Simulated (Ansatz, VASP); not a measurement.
## CdHg3Se4 in VASP and in Ansatz

INCAR

```
SYSTEM = CdHg3Se4
ALGO = Normal
EDIFF = 1E-6
EDIFFG = -0.04
ENCUT = 600
GGA = PE
IBRION = 2
ISIF = 3
ISMEAR = 0
LASPH = .True.
LCHARG = .False.
LREAL = .False.
LWAVE = .False.
NELM = 60
NSW = 90
PREC = Accurate
SIGMA = 0.1
```

File KPOINTS:

```
k-points
0
Gamma
  4 4 4
  0 0 0
```

The input POSCAR:

```
CdHg3Se4
1.0
   -3.0098404600      3.0098404600      6.0196809300
    3.0098404600     -3.0098404600      6.0196809300
    3.0098404600      3.0098404600     -6.0196809300
Cd Hg Se
1 3 4
Direct
    0.5000000000      0.5000000000      0.0000000000
    0.0000000000      0.0000000000      0.0000000000
    0.7500000000      0.2500000000      0.5000000000
    0.2500000000      0.7500000000      0.5000000000
    0.3750000000      0.3750000000      0.5000000000
    0.1250000000      0.6250000000      0.0000000000
    0.8750000000      0.8750000000      0.5000000000
    0.6250000000      0.1250000000      0.0000000000
```

Input for Ansatz:

```yaml
crystal:
  lattice:
    - [-3.00984046, 3.00984046, 6.01968093]
    - [3.00984046, -3.00984046, 6.01968093]
    - [3.00984046, 3.00984046, -6.01968093]
  atoms:
    - { symbol: Cd, position: [0.5, 0.5, 0.0] }
    - { symbol: Hg, position: [0.0, 0.0, 0.0] }
    - { symbol: Hg, position: [0.75, 0.25, 0.5] }
    - { symbol: Hg, position: [0.25, 0.75, 0.5] }
    - { symbol: Se, position: [0.375, 0.375, 0.5] }
    - { symbol: Se, position: [0.125, 0.625, 0.0] }
    - { symbol: Se, position: [0.875, 0.875, 0.5] }
    - { symbol: Se, position: [0.625, 0.125, 0.0] }
basis:
  ecutwfc: 420
kpoints:
  mp_grid: { grid: [4, 4, 4] }
hamiltonian:
  xc: pbe
scf:
  occupations: { method: gaussian, width: 0.1 }
  lower_state_search: "off"
output:
  forces: true
  stress: true
  eigenvalues: true
relax:
  adjacent_minimum: "off"
  f_tol: 0.04
  max_steps: 70
  cell: { stress_tol: 0.4 }
```

Alike in both runs: task relaxation of cell and atoms; functional PBE; k mesh 4 × 4 × 4; occupations gaussian, width 0.1 eV; no spin polarisation.

```csv
,VASP,Ansatz
version,VASP 6.6.1,Ansatz 0.2.0
potentials or method,"VASP PAW PBE potentials, release 64 (Cd, Hg, Se), cutoff 600 eV","scalar-relativistic, plane waves, PAW"
valence electrons in the cell,72,144
```

Ansatz gave:

| Quantity | Value |
| --- | --- |
| gap on the k mesh at the Fermi level, each at its own relaxed structure (eV) | none |
| relaxed volume (Å³/atom) | 30.65 |
| relaxed length of the cell vector where the two differ most in proportion (Å) | 7.667 |

Question: Estimate VASP's values.

Answer: gap on the k mesh at the Fermi level, each at its own relaxed structure (eV): none; relaxed volume (Å³/atom): 30.63; relaxed length of the cell vector where the two differ most in proportion (Å): 7.665.

A gap of «none» marks a metal or a gap that the smearing closes. VASP's potentials hold 72 valence electrons a cell and Ansatz's 144, so a difference there can come from the potentials and not from the codes.

The k mesh is coarse, so the values compare programs but aren't converged. Neither program's run includes spin-orbit coupling.
